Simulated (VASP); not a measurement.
A run of VASP 6.6.1 is set up as follows.

The input INCAR:

```
ALGO = Normal
EDIFF = 1E-6
ENCUT = 520
GGA = PE
ISIF = 2
ISMEAR = 0
ISPIN = 2
LASPH = T
LCHARG = F
LMAXMIX = 4
LORBIT = 11
LREAL = F
LWAVE = F
MAGMOM = 2.43
NBANDS = 14
NELM = 150
PREC = Accurate
SIGMA = 0.05
```

Contents of KPOINTS:

```
k-points
0
Gamma
  22 22 22
```

Contents of POSCAR:

```
Fe
1.0
   -1.4060923535      1.4060923535      1.4060923535
    1.4060923535     -1.4060923535      1.4060923535
    1.4060923535      1.4060923535     -1.4060923535
Fe
1
Direct
    0.0000000000      0.0000000000      0.0000000000
```

Potentials or basis: VASP PAW PBE potentials, release 64 (Fe).

Run with:

```bash
$ cat potpaw_PBE.64/Fe/POTCAR > POTCAR
$ mpirun -np 1 vasp_std > vasp.out
```

Estimate the site moments.

Fe +2.15 μB.

Predict the pressure.

4.0 GPa.

Caveat: the cell stands under pressure.
